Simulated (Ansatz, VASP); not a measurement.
## SiO2: VASP beside Ansatz

```
Si O
1.0
     7.12010    0.00000    0.00000
     0.00000    7.12010    0.00000
     0.00000    0.00000    7.12010
Si O
8 16
Direct
  0.27911 0.27911 0.27911
  0.22089 0.72089 0.77911
  0.77911 0.22089 0.72089
  0.72089 0.77911 0.22089
  0.01982 0.01982 0.01982
  0.48018 0.98018 0.51982
  0.51982 0.48018 0.98018
  0.98018 0.51982 0.48018
  0.14936 0.14936 0.14936
  0.35064 0.85064 0.64936
  0.64936 0.35064 0.85064
  0.85064 0.64936 0.35064
  0.63936 0.65944 0.04778
  0.86064 0.34056 0.54778
  0.13936 0.84056 0.95222
  0.36064 0.15944 0.45222
  0.04778 0.63936 0.65944
  0.54778 0.86064 0.34056
  0.95222 0.13936 0.84056
  0.45222 0.36064 0.15944
  0.65944 0.04778 0.63936
  0.34056 0.54778 0.86064
  0.84056 0.95222 0.13936
  0.15944 0.45222 0.36064
```

Alike in both runs: functional LDA; k mesh 4 × 4 × 4; occupations gaussian, width 0.02 eV; no spin polarisation.

Ansatz relaxed the structure, and its values are those at the end. VASP's run is a single point on that final structure, the one shown.

|  | VASP | Ansatz |
| --- | --- | --- |
| version | VASP 6.6.1 | Ansatz 0.2.0 |
| potentials or method | VASP PAW LDA potentials, release 64 (Si, O), cutoff 520 eV | scalar-relativistic, plane waves, PAW |
| valence electrons in the cell | 128 | 128 |

Ansatz gave:

| Item | Value |
| --- | --- |
| gap on the k mesh at the Fermi level (eV) | 5.57 |
| least direct gap on the mesh (eV) | 5.58 |
| pressure (GPa) | -0.4 |
| rms of the force components (eV/Å) | 0.000 |

Task: Estimate VASP's values.

Result: gap on the k mesh at the Fermi level (eV): 5.57; least direct gap on the mesh (eV): 5.57; pressure (GPa): 0.2; rms of the force components (eV/Å): 0.013.

LDA's correlation is that of Perdew and Zunger in VASP and of Perdew and Wang (1992) in Ansatz. Ansatz's warnings: stress scf threshold loose.
